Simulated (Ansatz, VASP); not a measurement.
**Two plane-wave programs on Ta**

```xyz
1
Lattice="-1.6916 1.6916 1.6916 1.6916 -1.6916 1.6916 1.6916 1.6916 -1.6916" Properties=species:S:1:pos:R:3 pbc="T T T"
Ta    0.0000    0.0000    0.0000
```

Alike in both runs: task single point; functional PBE; k mesh 12 × 12 × 12; occupations fermi-dirac, width 0.1 eV; no spin polarisation.

```csv
,VASP,Ansatz
version,VASP 6.6.1,Ansatz 0.2.0
potentials or method,"VASP PAW PBE potentials, release 64 (Ta_pv), cutoff 520 eV","plane waves, PAW"
valence electrons in the cell,11,13
```

|  | VASP | Ansatz | Ansatz less VASP |
| --- | --- | --- | --- |
| pressure (GPa) | -9.7 | -9.7 | -0.03 |

VASP's potentials hold 11 valence electrons a cell and Ansatz's 13, so a difference there can come from the potentials and not from the codes.

Spin-orbit coupling is off throughout.
